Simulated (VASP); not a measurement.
Runs of VASP 6.6.1 on LiH. Symmetry: F-43m, No. 216, cubic system. Conventional cell: a = 4.290 Å, b = 4.290 Å, c = 4.290 Å, α = 90.00°, β = 90.00°, γ = 90.00°. Within 2.5 Å of Li (site symmetry -43m) lie 4 H at 1.86 Å. Within 2.5 Å of H (site symmetry -43m) lie 4 Li at 1.86 Å. 

```tsv
level	grid for exact exchange (PRECFOCK)	screening parameter	share of exact exchange	gap on the mesh (eV)
HSE06	Normal	0.2079 1/Å	-	5.25
PBE	-	-	-	(b)
PBE-based screened hybrid	Normal	0.3 1/Å	0.5	(a)
PBE-based screened hybrid	Normal	0.5 1/Å	0.4	5.00
PBE-based screened hybrid	Normal	0.3 1/Å	0.2	4.86
```

Alike in all rows: task single point; potentials or basis VASP PAW PBE potentials, release 64 (Li_sv, H); no spin polarisation; cell as given; k mesh 4 × 4 × 4; cutoff (eV) 520; smearing gaussian 0.01 eV.

Estimate the missing entries.

(a) 5.87; (b) 4.20.

Caveats: all runs use coarse meshes.

A k mesh can miss the band edges.
